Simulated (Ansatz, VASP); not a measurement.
# SnO3 in VASP and in Ansatz

```xyz
4
Lattice="4.8221 0.0000 0.0000 -2.4110 4.1760 0.0000 0.0000 0.0000 3.0407" Properties=species:S:1:pos:R:3 pbc="T T T"
Sn    2.4110    1.3920    3.1025
O     3.6726    0.6636    1.5822
O     2.4110    2.8488    1.5822
O     1.1494    0.6636    1.5822
```

Alike in both runs: functional PBE; k mesh 6 × 6 × 4; occupations gaussian, width 0.2 eV; no spin polarisation.

Ansatz relaxed the structure, and its values are those at the end. VASP's run is a single point on that final structure, the one shown.

|  | VASP | Ansatz |
| --- | --- | --- |
| version | VASP 6.6.1 | Ansatz 0.2.0 |
| potentials or method | VASP PAW PBE potentials, release 64 (Sn_d, O), cutoff 600 eV | scalar-relativistic, plane waves, PAW |
| valence electrons in the cell | 32 | 32 |

Ansatz gave:

| Property | Result |
| --- | --- |
| gap on the k mesh at the Fermi level (eV) | none |
| pressure (GPa) | 0.5 |
| rms of the force components (eV/Å) | 0.005 |

Task: What did VASP give for the same quantities?

Result: gap on the k mesh at the Fermi level (eV): none; pressure (GPa): 0.8; rms of the force components (eV/Å): 0.031.

A gap of «none» marks a metal or a gap that the smearing closes.

The k mesh is coarse, so the values compare programs but aren't converged.
